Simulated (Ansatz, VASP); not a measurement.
## Al: VASP and Ansatz over several settings

```
Al
1.0
     4.54673    0.00000    0.00000
    -2.27337    3.93758    0.00000
     0.00000    0.00000    2.75393
Al
2
Cartesian
  0.0000 2.6251 1.3770
  2.2734 1.3125 1.3770
```

Single points on this cell with VASP 6.6.1 and Ansatz 0.2.0. Each row is one pair of runs. Alike in all rows: spin: off; k mesh: 4 × 4 × 5; smearing: fermi-dirac, width 0.05 eV; VASP's potentials, cutoff: VASP PAW PBE potentials, release 64 (Al), 520 eV; Ansatz's potentials, cutoff: Ansatz PAW, 500 eV.

```csv
level,"gap on the k mesh at the Fermi level (eV), VASP","gap on the k mesh at the Fermi level (eV), Ansatz","pressure (GPa), VASP","pressure (GPa), Ansatz"
r2SCAN0,none,none,-0.4,-0.2
r2SCANh,none,none,-0.3,-0.1
r2SCAN50,none,none,-0.7,-0.4
```

Pressure (GPa): the two programs differ by at most 0.31.

A gap of «none» marks a metal or a gap that the smearing closes.

The k mesh is coarse, so the values compare programs but aren't converged.
